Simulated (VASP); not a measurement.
# Rb (Im-3m) in VASP: notebook, part 2 of 3

VASP 6.6.1.

## Step 3: Single point, LDA

Input file INCAR:

```
SYSTEM = Rb
ALGO = Normal ; EDIFF = 1E-6
ENCUT = 520 ; GGA = CA
ISIF = 2 ; ISMEAR = -1
LASPH = .True. ; LCHARG = .False.
LREAL = .False. ; LWAVE = .False.
NBANDS = 10 ; NELM = 80
PREC = Accurate ; SIGMA = 0.1
```

Input file KPOINTS:

```
k-points
0
Gamma
  13 13 13
  0 0 0
```

Input file POSCAR:

```
Rb
1.0
   -2.0366626122      2.0366626122      2.0366626122
    2.0366626122     -2.0366626122      2.0366626122
    2.0366626122      2.0366626122     -2.0366626122
Rb
1
Direct
    0.0000000000      0.0000000000      0.0000000000
```

Potentials or basis: VASP PAW LDA potentials, release 64 (Rb_sv).

On the command line:

```console
cat potpaw_LDA.64/Rb_sv/POTCAR > POTCAR
mpirun -np 1 vasp_std > vasp.out
```

OUTCAR:

```text
SYSTEM = Rb
   EDIFF = 1E-6
   ENCUT = 520
   GGA = CA
   ISIF = 2
   ISMEAR = -1
   LASPH = .True.
   LREAL = .False.
   NELM = 80
   PREC = Accurate

 ion  position               nearest neighbor table
   1  0.000  0.000  0.000-

  LATTYP: Found a body centered cubic cell.
 ALAT       =     4.0733252244

  Lattice vectors:

 A1 = (  -2.0366626122,   2.0366626122,   2.0366626122)
 A2 = (   2.0366626122,  -2.0366626122,   2.0366626122)
 A3 = (   2.0366626122,   2.0366626122,  -2.0366626122)

Analysis of symmetry for initial positions (statically):
=====================================================================
 Subroutine PRICEL returns:
 Original cell was already a primitive cell.

 Routine SETGRP: Setting up the symmetry group for a
 body centered cubic supercell.

 Subroutine GETGRP returns: Found 48 space group operations
 (whereof 48 operations were pure point group operations)
 out of a pool of 48 trial point group operations.

The static configuration has the point symmetry O_h .

Analysis of symmetry for dynamics (positions and initial velocities):
=====================================================================
 Subroutine PRICEL returns:
 Original cell was already a primitive cell.

 Routine SETGRP: Setting up the symmetry group for a
 body centered cubic supercell.

 Subroutine GETGRP returns: Found 48 space group operations
 (whereof 48 operations were pure point group operations)
 out of a pool of 48 trial point group operations.

The dynamic configuration has the point symmetry O_h .

 Subroutine INISYM returns: Found 48 space group operations
 (whereof 48 operations are pure point group operations),
 and found     1 'primitive' translations

----------------------------------------------------------------------------------------

                                     Primitive cell

[... 110 lines left out ...]
  Fermi-wavevector in a.u.,A,eV,Ry     =   1.053295  1.990438 15.094709  1.109430
  Thomas-Fermi vector in A             =   2.188411
   LORBIT       =      0    0 simple, 1 ext, 2 COOP (PROOUT), +10 PAW based schemes
   GGA     = CA    functional components
   LHFCALC =     F    Hartree Fock is set to
   AEXX    =    0.0000 exact exchange contribution
   IVDW    =     0    specifies the selected vdW correction
   LEPSILON=     F    determine dielectric tensor
   LRPA    =     F    only Hartree local field effects (RPA)
 non-spin polarized calculation
  energy-cutoff  :      520.00
  volume of cell :       33.79
 maximum number of plane-waves:       937
   NGX = 13   NGY = 13   NGZ = 13

 number of electron       9.0000000 magnetization

 Free energy of the ion-electron system (eV)
  ---------------------------------------------------
  ext. energy  EPLUGINS =         0.00000000
  ---------------------------------------------------
  free energy    TOTEN  =        -0.19196084 eV

  energy without entropy =       -0.15575861  energy(sigma->0) =       -0.17385972

 E-fermi :   3.4002     XC(G=0):  -8.8903

 val. band max:        3.3952728076   @ k =  -0.3846   0.3846   0.3846
 cond. band min:       3.4007065829   @ k =  -0.3846   0.3846   0.1538
 fundamental gap:      0.0054337753
 Fermi energy:         3.4001811264

 k-point     1 :       0.0000    0.0000    0.0000
  band No.  band energies     occupation
      1     -25.7660      2.00000
      2      -9.0644      2.00000
      3      -9.0644      2.00000
      4      -9.0644      2.00000
      5       0.3317      2.00000
      6       7.6038      0.00000
      7       7.6038      0.00000
      8       7.6038      0.00000
      9       9.7348      0.00000
     10       9.7348      0.00000
[... 287 lines left out ...]
 k-point    24 :       0.2308    0.0769    0.0769
  band No.  band energies     occupation
      1     -25.5712      2.00000
      2     -10.3409      2.00000
      3      -9.4353      2.00000
      4      -9.1829      2.00000
      5       2.8847      1.98852
      6       5.6812      0.00000
      7       5.6849      0.00000
      8       9.8926      0.00000
      9      10.1949      0.00000
     10      11.2627      0.00000

 [... further k-points ...]

------------------------ aborting loop because EDIFF is reached ----------------------------------------

  FORCE on cell =-STRESS in cart. coord.  units (eV):
  Direction    XX          YY          ZZ          XY          YZ          ZX
  --------------------------------------------------------------------------------------
  -------------------------------------------------------------------------------------
  Total        2.3283790      2.3283790      2.3283790      0.0000000     -0.0000000      0.0000000
  in kB      110.3943863    110.3943863    110.3943863      0.0000000     -0.0000000      0.0000000
  external PRESSURE =     110.3943863 kB  Pullay stress =       0.0000000 kB

 VOLUME and BASIS-vectors are now :
 -----------------------------------------------------------------------------
  energy-cutoff  :      520.00
  volume of cell :       33.79
      direct lattice vectors                 reciprocal lattice vectors
    -2.036662612  2.036662612  2.036662612     0.000000000  0.245499670  0.245499670
     2.036662612 -2.036662612  2.036662612     0.245499670  0.000000000  0.245499670
     2.036662612  2.036662612 -2.036662612     0.245499670  0.245499670  0.000000000

 POSITION                                       TOTAL-FORCE (eV/Angst)
 -----------------------------------------------------------------------------------
      0.00000      0.00000      0.00000         0.000000     -0.000000      0.000000
 -----------------------------------------------------------------------------------
    total drift:                                0.000000     -0.000000     -0.000000

  FREE ENERGIE OF THE ION-ELECTRON SYSTEM (eV)
  ---------------------------------------------------
  free  energy   TOTEN  =        -0.1919608409 eV

  energy  without entropy=       -0.1557586089  energy(sigma->0) =       -0.17385972
```

OSZICAR:

```text
N       E                     dE             d eps       ncg     rms          rms(c)
DAV:   1     0.305525491836E+02    0.30553E+02   -0.42895E+03  1680   0.768E+02
DAV:   2     0.101524443853E+01   -0.29537E+02   -0.28727E+02  1970   0.137E+02
DAV:   3    -0.179371702699E+00   -0.11946E+01   -0.11843E+01  2158   0.240E+01
DAV:   4    -0.214546194988E+00   -0.35174E-01   -0.34890E-01  2062   0.349E+00
DAV:   5    -0.215898046248E+00   -0.13519E-02   -0.13517E-02  2250   0.493E-01    0.340E+00
DAV:   6    -0.194946335256E+00    0.20952E-01   -0.33925E-02  1836   0.106E+00    0.215E+00
DAV:   7    -0.192075592328E+00    0.28707E-02   -0.34846E-02  2080   0.110E+00    0.489E-01
DAV:   8    -0.191965391197E+00    0.11020E-03   -0.25503E-03  1806   0.381E-01    0.280E-02
DAV:   9    -0.191961282594E+00    0.41086E-05   -0.68054E-05  2034   0.568E-02    0.196E-02
DAV:  10    -0.191960840890E+00    0.44170E-06   -0.58070E-06  2000   0.170E-02
   1 F= -.19196084E+00 E0= -.17385972E+00  d E =-.362022E-01
```

stdout:

```text
POSCAR found type information on POSCAR Rb
 POSCAR found :  1 types and       1 ions
 scaLAPACK will be used
 LDA part: xc-table for (Slater(with rela. corr.)+CA(PZ))
 , standard interpolation
 POSCAR, INCAR and KPOINTS ok, starting setup
 FFT: planning ... GRIDC
 FFT: planning ... GRID_SOFT
 FFT: planning ... GRID
 WAVECAR not read
 entering main loop
```

Wall time 8.2 s (1 thread of Intel Xeon 6975P-C (Granite Rapids), shared host); peak memory 0.15 GiB.

What came out:

```yaml
Free_energy: -0.1920 eV
Pressure: 11.0 GPa
Band_gap_on_the_k_mesh: zero (an odd number of electrons rules out a gap without spin polarisation)
```

Caveat: the cell stands under pressure.

(Part 2 of 3 ends here.)
